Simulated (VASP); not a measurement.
Write the native input for VASP 6.6.1 that does the following.

```
Task                   : single point
Functional             : PBEsol
Potentials or basis    : VASP PAW PBE potentials, release 64 (Mg, S)
Cutoff                 : 520 eV
k mesh                 : 8 × 8 × 8
Occupations            : gaussian, width 0.05 eV
Spin                   : no spin polarisation
Dipole correction      : no
Further INCAR settings : ALGO = Normal; EDIFF = 1e-06; NBANDS = 11
```

The structure of MgS lies in POSCAR:

```
MgS
1.0
   -0.2746476550      2.4718288950      2.4718288950
    2.4718288950     -0.2746476550      2.4718288950
    2.4718288950      2.4718288950     -0.2746476550
Mg S
1 1
Direct
    0.0000000000      0.0000000000      0.0000000000
    0.5000000000      0.5000000000      0.5000000000
```

This cell differs from its parent crystal: ratio of the length along [111] to the lengths across it x 0.85, volume and fractional coordinates fixed.

One way to write it, as run:

INCAR

```
SYSTEM = MgS
ALGO = Normal
EDIFF = 1E-6
ENCUT = 520
GGA = PS
ISIF = 2
ISMEAR = 0
LASPH = .True.
LCHARG = .True.
LELF = .True.
LREAL = .False.
LVHAR = .True.
LWAVE = .False.
NBANDS = 11
NELM = 100
PREC = Accurate
SIGMA = 0.05
```

KPOINTS

```
k-points
0
Gamma
  8 8 8
  0 0 0
```

Potentials or basis: VASP PAW PBE potentials, release 64 (Mg, S).

Command:

```console
$ cat potpaw_PBE.64/Mg/POTCAR potpaw_PBE.64/S/POTCAR > POTCAR
$ mpirun -np 1 vasp_std > vasp.out
```

It gave:

```json
{
 "Pressure": "-1.1 GPa",
 "Band gap on the k mesh": "1.54 eV, indirect (least direct gap 2.43 eV)"
}
```

Caveat: the PAW data sets were made with another functional, which shifts forces and pressure a little.

It took 12 s on 1 thread of AMD EPYC 9R45 96-Core Processor (Zen 5), on a shared host, peak memory 0.14 GiB.
